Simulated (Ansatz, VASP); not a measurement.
B5P in VASP and in Ansatz

Contents of INCAR:

```
SYSTEM = B5P
PREC     = Accurate       ! precision mode
ENCUT    = 500            ! plane-wave cutoff, eV
EDIFF    = 1E-7           ! SCF threshold, eV
ISMEAR   = 0              ! smearing method
SIGMA    = 0.2            ! smearing width, eV
LREAL    = .False.        ! projectors in reciprocal space
LASPH    = .True.         ! aspherical terms in the spheres
NELM     = 120            ! most SCF steps
ALGO     = Normal         ! electronic algorithm
ISIF     = 3              ! what is computed and relaxed
LWAVE    = .False.        ! write WAVECAR
LCHARG   = .False.        ! write CHGCAR
GGA      = PE             ! functional
IBRION   = 2              ! ionic algorithm
NSW      = 36             ! ionic steps
EDIFFG   = -0.08          ! ionic threshold
GGA_COMPAT= .False.      
NELMIN   = 4
```

File KPOINTS:

```
Automatic mesh
0
Gamma
  5 5 5
  0 0 0
```

File POSCAR:

```
B5P
1.0
   -2.2632188900      2.2632188900      3.2368043600
    2.2632188900     -2.2632188900      3.2368043600
    2.2632188900      2.2632188900     -3.2368043600
B P
5 1
Direct
    0.0000000000      0.0000000000      0.0000000000
    0.7678046800      0.7678046800      0.0000000000
    0.2321953200      0.2321953200      0.0000000000
    0.0749277000      0.5749277000      0.5000000000
    0.4250723000      0.9250723000      0.5000000000
    0.7500000000      0.2500000000      0.5000000000
```

Input for Ansatz:

```yaml
crystal:
  lattice:
    - [-2.26321889, 2.26321889, 3.23680436]
    - [2.26321889, -2.26321889, 3.23680436]
    - [2.26321889, 2.26321889, -3.23680436]
  atoms:
    - { symbol: B, position: [0.0, 0.0, 0.0] }
    - { symbol: B, position: [0.76780468, 0.76780468, 0.0] }
    - { symbol: B, position: [0.23219532, 0.23219532, 0.0] }
    - { symbol: B, position: [0.0749277, 0.5749277, 0.5] }
    - { symbol: B, position: [0.4250723, 0.9250723, 0.5] }
    - { symbol: P, position: [0.75, 0.25, 0.5] }
basis:
  ecutwfc: 420
kpoints:
  mp_grid: { grid: [5, 5, 5] }
hamiltonian:
  xc: pbe
scf:
  occupations: { method: gaussian, width: 0.2 }
  lower_state_search: "off"
output:
  forces: true
  stress: true
  eigenvalues: true
relax:
  adjacent_minimum: "off"
  f_tol: 0.08
  max_steps: 16
  cell: { stress_tol: 0.8 }
```

Alike in both runs: task relaxation of cell and atoms; functional PBE; k mesh 5 × 5 × 5; occupations gaussian, width 0.2 eV; no spin polarisation.

|  | VASP | Ansatz |
| --- | --- | --- |
| version | VASP 6.6.1 | Ansatz 0.2.0 |
| potentials or method | VASP PAW PBE potentials, release 64 (B, P), cutoff 500 eV | scalar-relativistic, plane waves, PAW |
| valence electrons in the cell | 20 | 20 |

|  | VASP | Ansatz | Ansatz less VASP |
| --- | --- | --- | --- |
| gap on the k mesh at the Fermi level, each at its own relaxed structure (eV) | none | none | - |
| relaxed volume (Å³/atom) | 8.24 | 8.29 | +0.042 |
| relaxed cell length with the largest relative difference (Å) | 4.292 | 4.296 | +0.0039 |

A gap of «none» marks a metal or a gap that the smearing closes.

The k mesh is coarse, so the values compare programs but aren't converged. Noted on VASP's run: the volume moved by over 15 % at a fixed basis, so the end points are rough.
